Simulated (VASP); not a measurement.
Sb, 2 atoms in the cell. It takes space group Fd-3m (No. 227, cubic). Conventional cell: a = 7.132 Å, b = 7.132 Å, c = 7.132 Å, α = 90.00°, β = 90.00°, γ = 90.00°. Within 4.1 Å of Sb (site symmetry -43m) lie 4 Sb at 3.09 Å. 

```yaml
Program: VASP 6.6.1
Task: single point
Functional: PBE
Potentials_or_basis: VASP PAW PBE potentials, release 64 (Sb)
Cutoff: 520 eV
k_mesh: 14 × 14 × 14
Occupations: fermi-dirac, width 0.0612256 eV
Spin: no spin polarisation
Dipole_correction: no
Further_INCAR_settings: ALGO = Normal; EDIFF = 1e-06; NBANDS = 12
```

Potentials or basis: VASP PAW PBE potentials, release 64 (Sb).

Command:

```console
$ cat potpaw_PBE.64/Sb/POTCAR > POTCAR
$ mpirun -np 1 vasp_std > vasp.out
```

Hardware: 1 thread of AMD EPYC 7R43 64-Core Processor (Zen 3), on a shared host.

Problem. Estimate the wall time of this run.

Solution. Wall time 78 s on 1 thread of AMD EPYC 7R43 64-Core Processor (Zen 3), with other jobs on the host, peak memory 0.25 GiB. Counts: scf iterations 12, k points 104.
